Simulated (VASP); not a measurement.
# BN (Fmm2) in VASP: relaxation of cell and atoms with PBE

Aim: the relaxation of cell and atoms of BN with PBE.

Everything below comes from runs of VASP 6.6.1. Logs are shortened: lines on timing, memory, paths and dates and some standing lists are left out, and cuts for length are marked.

## 1. The cell of the first run

It takes space group Fmm2 (No. 42, orthorhombic). The conventional cell has a = 2.503 Å, b = 6.991 Å, c = 4.332 Å, α = 90.00°, β = 90.00°, γ = 90.00°. B (site symmetry mm2) has 3 N at 1.44 Å within 1.9 Å. N (site symmetry mm2) has 3 B at 1.44 Å within 1.9 Å.

## 2. Relaxation of cell and atoms, PBE

INCAR

```
  PREC = Accurate
  ENCUT = 1330
  EDIFF = 1E-7
  ISMEAR = 0
  SIGMA = 0.02
  LREAL = False
  LASPH = True
  NELM = 120
  ALGO = Normal
  ISIF = 3
  LWAVE = False
  LCHARG = False
  GGA = PE
  IBRION = 2
  NSW = 80
  EDIFFG = -0.01
  GGA_COMPAT = False
  NELMIN = 4
```

KPOINTS

```
regular mesh
0
Gamma
  6 6 6
```

POSCAR

```
BN
1.0
    0.0000000000      3.4953158300      2.1660912400
    1.2516321000      0.0000000000      2.1660912400
    1.2516321000      3.4953158300      0.0000000000
B N
1 1
Direct
    0.0000486500      0.0000486500      0.9999513500
    0.6666513400      0.6666513400      0.3333486600
```

Potentials or basis: VASP PAW PBE potentials, release 64 (B_h, N_h).

Run with:

```
cat potpaw_PBE.64/B_h/POTCAR potpaw_PBE.64/N_h/POTCAR > POTCAR
mpirun -np 1 vasp_std > vasp.out
```

OUTCAR:

```text
PREC = Accurate
   ENCUT = 1330
   EDIFF = 1E-7
   ISMEAR = 0
   LREAL = False
   LASPH = True
   NELM = 120
   ISIF = 3
   GGA = PE
   IBRION = 2
   NSW = 80
   EDIFFG = -0.01
   NELMIN = 4

 ion  position               nearest neighbor table
   1  0.000  0.000  1.000-   2 1.44   2 1.44   2 1.44
   2  0.667  0.667  0.333-   1 1.44   1 1.44   1 1.44

  LATTYP: Found a face centered orthorhombic cell.
 ALAT       =     2.5032642000
 B/A-ratio  =     1.7306133647
 C/A-ratio  =     2.7926064137

  Lattice vectors:

 A1 = (   0.0000000000,   3.4953158300,   2.1660912400)
 A2 = (  -1.2516321000,   3.4953158300,   0.0000000000)
 A3 = (  -1.2516321000,   0.0000000000,   2.1660912400)

Analysis of symmetry for initial positions (statically):
=====================================================================
 Subroutine PRICEL returns:
 Original cell was already a primitive cell.

 Routine SETGRP: Setting up the symmetry group for a
 face centered orthorhombic supercell.

 Subroutine GETGRP returns: Found  4 space group operations
 (whereof  4 operations were pure point group operations)
 out of a pool of  8 trial point group operations.

The static configuration has the point symmetry C_2v.

Analysis of symmetry for dynamics (positions and initial velocities):
=====================================================================
 Subroutine PRICEL returns:
 Original cell was already a primitive cell.

 Routine SETGRP: Setting up the symmetry group for a
 face centered orthorhombic supercell.

 Subroutine GETGRP returns: Found  4 space group operations
 (whereof  4 operations were pure point group operations)
 out of a pool of  8 trial point group operations.

The dynamic configuration has the point symmetry C_2v.

 Subroutine INISYM returns: Found  4 space group operations
 (whereof  4 operations are pure point group operations),
 and found     1 'primitive' translations

----------------------------------------------------------------------------------------

                                     Primitive cell

  volume of cell :      18.9526

  direct lattice vectors                    reciprocal lattice vectors
     0.000000000  3.495315830  2.166091240    -0.399478409  0.143048590  0.230830535
     1.251632100  0.000000000  2.166091240     0.399478409 -0.143048590  0.230830535
     1.251632100  3.495315830  0.000000000     0.399478409  0.143048590 -0.230830535

  length of vectors
     4.112077822  2.501706252  3.712656147     0.483041027  0.483041027  0.483041027

  position of ions in fractional coordinates (direct lattice)
     0.000048650  0.000048650  0.999951350
     0.666651340  0.666651340  0.333348660

  ion indices of the primitive-cell ions
   primitive index   ion index
                 1           1
                 2           2

----------------------------------------------------------------------------------------

 KPOINTS: regular mesh

Automatic generation of k-mesh.
 Grid dimensions read from file:
 generate k-points for:    6    6    6

 Generating k-lattice:

  Cartesian coordinates                     Fractional coordinates (reciprocal lattice)
    -0.066579735  0.023841432  0.038471756     0.166666667  0.000000000  0.000000000
     0.066579735 -0.023841432  0.038471756     0.000000000  0.166666667  0.000000000
     0.066579735  0.023841432 -0.038471756     0.000000000  0.000000000  0.166666667

  Length of vectors
     0.080506838  0.080506838  0.080506838

  Shift w.r.t. Gamma in fractional coordinates (k-lattice)
     0.000000000  0.000000000  0.000000000

 Subroutine IBZKPT returns following result:
 ===========================================

 Found     46 irreducible k-points:

 Following reciprocal coordinates:
            Coordinates               Weight
  0.000000  0.000000  0.000000      1.000000
  0.166667  0.000000 -0.000000      8.000000
  0.333333  0.000000  0.000000      8.000000
  0.500000  0.000000  0.000000      4.000000
  0.166667  0.166667  0.000000      2.000000
  0.333333  0.166667  0.000000      8.000000
[... 16 lines left out ...]
 -0.166667  0.166667  0.166667      8.000000
  0.500000  0.333333  0.166667      4.000000
 [... further k-points ...]
   k-points           NKPTS =     46   k-points in BZ     NKDIM =     46   number of bands    NBANDS=      8
   number of dos      NEDOS =    301   number of ions     NIONS =      2
   total plane-waves  NPLWV =  72000
   dimension x,y,z NGX =    50 NGY =   30 NGZ =   48
   dimension x,y,z NGXF=   100 NGYF=   60 NGZF=   96
   ions per type =               1   1
   NGX,Y,Z   is equivalent  to a cutoff of  20.21, 19.94, 21.49 a.u.
   NGXF,Y,Z  is equivalent  to a cutoff of  40.43, 39.87, 42.99 a.u.
 SYSTEM =  unknown system
   PREC   = accura    normal or accurate (medium, high low for compatibility)
   ISTART =      0    job   : 0-new  1-cont  2-samecut
   ICHARG =      2    charge: 1-file 2-atom 10-const
   ISPIN  =      1    spin polarized calculation?
   LNONCOLLINEAR =      F non collinear calculations
   LSORBIT =      F    spin-orbit coupling
   LASPH  =      T    aspherical Exc in radial PAW
   ENCUT  = 1330.0 eV  97.75 Ry    9.89 a.u.  12.23  7.44 11.04*2*pi/ulx,y,z
   NELM   =    120;   NELMIN=  4; NELMDL= -5     # of ELM steps
   EDIFF  = 0.1E-06   stopping-criterion for ELM
   LREAL  =      F    real-space projection
   EDIFFG = -.1E-01   stopping-criterion for IOM
   NSW    =     80    number of steps for IOM
   IBRION =      2    ionic relax: 0-MD 1-quasi-New 2-CG
   NFREE  =      1    steps in history (QN), initial steepest desc. (CG)
   ISIF   =      3    stress and relaxation
   ISYM   =      2    0-nonsym 1-usesym 2-fastsym
   POTIM  = 0.5000    time-step for ionic-motion
   TEBEG  =    0.0;   TEEND  =   0.0 temperature during run
   PSTRESS=    0.0 pullay stress
   NELECT =       8.0000    total number of electrons
   NUPDOWN=      -1.0000    fix difference up-down
   EMIN   =  10.00;   EMAX   =-10.00  energy-range for DOS
   EFERMI =   0.00;   METHOD = LEGACY
   ISMEAR =     0;   SIGMA  =   0.02  broadening in eV -4-tet -1-fermi 0-gaus
   EFERMI_NEDOS =   21; number of points for ismear=-14 and -15
   IALGO  =     38    algorithm
   IMIX   =      4    mixing-type and parameters
     AMIX     =   0.40;   BMIX     =  1.00
     AMIX_MAG =   1.60;   BMIX_MAG =  1.00
  volume/ion in A,a.u.               =       9.48        63.95
  Fermi-wavevector in a.u.,A,eV,Ry     =   1.228047  2.320672 20.518928  1.508099
  Thomas-Fermi vector in A             =   2.362987
   LORBIT       =      0    0 simple, 1 ext, 2 COOP (PROOUT), +10 PAW based schemes
   GGA     = PE    functional components
   LHFCALC =     F    Hartree Fock is set to
   AEXX    =    0.0000 exact exchange contribution
   IVDW    =     0    specifies the selected vdW correction
   LEPSILON=     F    determine dielectric tensor
   LRPA    =     F    only Hartree local field effects (RPA)
 conjugate gradient relaxation of ions
 non-spin polarized calculation
 Gauss-broadening in eV      SIGMA  =   0.02
  energy-cutoff  :     1330.00
  volume of cell :       18.95
 maximum number of plane-waves:      2116
 NGX is ok and might be reduce to    50
   NGX = 25   NGY = 15   NGZ = 23

--------------------------------------- Ionic step        1  -------------------------------------------

 number of electron       8.0000000 magnetization

 Free energy of the ion-electron system (eV)
  ---------------------------------------------------
  ext. energy  EPLUGINS =         0.00000000
  ---------------------------------------------------
  free energy    TOTEN  =       -17.61072089 eV

  energy without entropy =      -17.61072089  energy(sigma->0) =      -17.61072089

------------------------ aborting loop because EDIFF is reached ----------------------------------------

  FORCE on cell =-STRESS in cart. coord.  units (eV):
  Direction    XX          YY          ZZ          XY          YZ          ZX
  --------------------------------------------------------------------------------------
  -------------------------------------------------------------------------------------
  Total        0.4326442      0.1849397      0.4372170      0.0000000      0.0000000      0.0000000
  in kB       36.5739286     15.6340281     36.9604968      0.0000000      0.0000000      0.0000000
  external PRESSURE =      29.7228178 kB  Pullay stress =       0.0000000 kB
[... 89 lines left out ...]
  FREE ENERGIE OF THE ION-ELECTRON SYSTEM (eV)
  ---------------------------------------------------
  free  energy   TOTEN  =       -17.6125556175 eV

  energy  without entropy=      -17.6125556175  energy(sigma->0) =      -17.61255562

 E-fermi :   2.2742     XC(G=0):  -9.1118

 val. band max:        2.0991216480   @ k =   0.5000  -0.3333   0.1667
 cond. band min:       6.2650655576   @ k =   0.0000   0.5000   0.5000
 fundamental gap:      4.1659439096
 Fermi energy:         2.2742416236

 k-point     1 :       0.0000    0.0000    0.0000
  band No.  band energies     occupation
      1     -15.6086      2.00000
      2      -2.6642      2.00000
      3       0.6677      2.00000
      4       0.7277      2.00000
      5       6.6241      0.00000
      6      13.5282      0.00000
      7      13.6480      0.00000
      8      14.6980      0.00000
[... 243 lines left out ...]
 k-point    24 :       0.5000    0.3333    0.1667
  band No.  band energies     occupation
      1     -13.6496      2.00000
      2      -4.8231      2.00000
      3      -1.5247      2.00000
      4      -0.3288      2.00000
      5       9.1911      0.00000
      6      10.7636      0.00000
      7      13.1135      0.00000
      8      18.4519      0.00000

 [... further k-points ...]

[... ionic steps 4 to 18 ...]

--------------------------------------- Ionic step       19  -------------------------------------------

 number of electron       8.0000000 magnetization

------------------------ aborting loop because EDIFF is reached ----------------------------------------
[... 67 lines left out ...]
--------------------------------------- Ionic step       21  -------------------------------------------

 number of electron       8.0000000 magnetization

 Free energy of the ion-electron system (eV)
  ---------------------------------------------------
  ext. energy  EPLUGINS =         0.00000000
  ---------------------------------------------------
  free energy    TOTEN  =       -17.62351003 eV

  energy without entropy =      -17.62351003  energy(sigma->0) =      -17.62351003

 E-fermi :   1.7260     XC(G=0):  -8.6710

 val. band max:        1.5553261022   @ k =   0.5000  -0.3333   0.1667
 cond. band min:       5.9166883447   @ k =   0.0000   0.5000   0.5000
 fundamental gap:      4.3613622425
 Fermi energy:         1.7259873397

 k-point     1 :       0.0000    0.0000    0.0000
  band No.  band energies     occupation
      1     -16.1178      2.00000
      2      -3.3629      2.00000
      3       0.1677      2.00000
      4       0.1701      2.00000
      5       5.9272      0.00000
      6      13.0506      0.00000
      7      13.0673      0.00000
      8      13.9203      0.00000
[... 243 lines left out ...]
 k-point    24 :       0.5000    0.3333    0.1667
  band No.  band energies     occupation
      1     -14.1749      2.00000
      2      -5.3428      2.00000
      3      -2.0543      2.00000
      4      -0.9309      2.00000
      5       8.6182      0.00000
      6      10.0137      0.00000
      7      12.4409      0.00000
      8      17.7578      0.00000

 [... further k-points ...]

------------------------ aborting loop because EDIFF is reached ----------------------------------------

  FORCE on cell =-STRESS in cart. coord.  units (eV):
  Direction    XX          YY          ZZ          XY          YZ          ZX
  --------------------------------------------------------------------------------------
  -------------------------------------------------------------------------------------
  Total        0.0051248      0.0011728      0.0020591      0.0000000      0.0000000      0.0000000
  in kB        0.3620670      0.0828582      0.1454739      0.0000000      0.0000000      0.0000000
  external PRESSURE =       0.1967997 kB  Pullay stress =       0.0000000 kB
[... 17 lines left out ...]
  FREE ENERGIE OF THE ION-ELECTRON SYSTEM (eV)
  ---------------------------------------------------
  free  energy   TOTEN  =       -17.6235100324 eV

  energy  without entropy=      -17.6235100324  energy(sigma->0) =      -17.62351003

 reached required accuracy - stopping structural energy minimisation
```

Wall time 5.2 min (1 thread of AMD EPYC 9R45 (Zen 5), shared host); peak memory 0.23 GiB.

What came out:

- Free energy: -17.6235 eV
- Relaxed volume: 11.34 Å³/atom
- Relaxed cell: a = 4.687 Å, b = 2.511 Å, c = 4.338 Å, α = 81.68°, β = 32.02°, γ = 66.31°
- Space group after relaxing (to 0.1 Å): Fmm2 (No. 42)
- Energy gained by relaxing: 6.4 meV/atom
- Ionic steps: 21
- Pressure after relaxing: 0.0 GPa
- Largest force after relaxing: 0.004 eV/Å
- Band gap on the k mesh: 4.36 eV (least direct gap 4.60 eV)

Forces in eV/Å, atoms in the order of the input:
```
B    0.000  0.000 -0.004
N    0.000  0.000  0.004
```

Step by step:
| step | energy change (eV) | largest force (eV/Å) | pressure (GPa) | volume (Å³) |
| --- | --- | --- | --- | --- |
| 1 | 0.0000 | 0.0091 | 2.97 | 18.95 |
| 2 | 0.0033 | 0.0265 | -4.00 | 19.44 |
| 3 | -0.0018 | 0.0050 | 0.28 | 19.13 |
| 4 | -0.0026 | 0.0105 | 0.26 | 19.21 |
| 5 | -0.0045 | 0.0575 | 0.20 | 19.45 |
| 6 | -0.0072 | 0.1522 | 0.12 | 19.93 |
| 7 | -0.0093 | 0.3457 | 0.06 | 20.89 |
| 8 | -0.0095 | 0.3263 | 0.06 | 20.92 |
| 9 | -0.0101 | 0.2683 | 0.06 | 21.00 |
| 10 | -0.0111 | 0.1532 | 0.05 | 21.16 |
| 11 | -0.0119 | 0.0738 | 0.07 | 21.47 |
| 12 | -0.0119 | 0.0829 | 0.06 | 21.48 |
| 13 | -0.0120 | 0.0794 | 0.07 | 21.52 |
| 14 | -0.0121 | 0.0687 | 0.09 | 21.62 |
| 15 | -0.0124 | 0.0474 | 0.11 | 21.83 |
| 16 | -0.0125 | 0.0044 | 0.15 | 22.25 |
| 17 | -0.0127 | 0.0443 | 0.03 | 22.43 |
| 18 | -0.0127 | 0.0783 | -0.04 | 22.56 |
| 19 | -0.0128 | 0.0046 | -0.08 | 22.71 |
| 20 | -0.0128 | 0.0067 | -0.08 | 22.69 |
| 21 | -0.0128 | 0.0042 | 0.02 | 22.68 |

Final structure:
```
B N
1.0
     0.00000    4.15177    2.17482
     1.25578    0.00000    2.17482
     1.25578    4.15177    0.00000
B N
1 1
Direct
  0.00004 0.00004 0.99996
  0.66666 0.66666 0.33334
```

Levels at points of the mesh, in eV from the valence-band top:
```
           k point  band 1  band 2  band 3  band 4  band 5  band 6  band 7  band 8
(0.00, 0.00, 0.00)  -17.67   -4.92   -1.39   -1.39    4.37   11.50   11.51   12.36
(0.50, 0.00, 0.00)  -14.59   -8.89   -4.16   -0.93    4.73    9.68   12.69   14.10
(0.50, 0.50, 0.00)  -14.60   -8.91   -4.16   -0.78    5.19    9.40   11.96   12.94
(0.50, 0.00, 0.50)  -17.63   -5.54   -1.39   -1.38    7.77   10.11   11.49   11.50
(0.00, 0.50, 0.50)  -14.58   -8.87   -4.16   -1.08    4.36    9.85   13.55   16.54
```

Caveat: the k points lie up to 0.50 Å⁻¹ apart in the final cell; the volume moved by over 15 % at a fixed basis, so the end points are rough. A k mesh can miss the band edges.
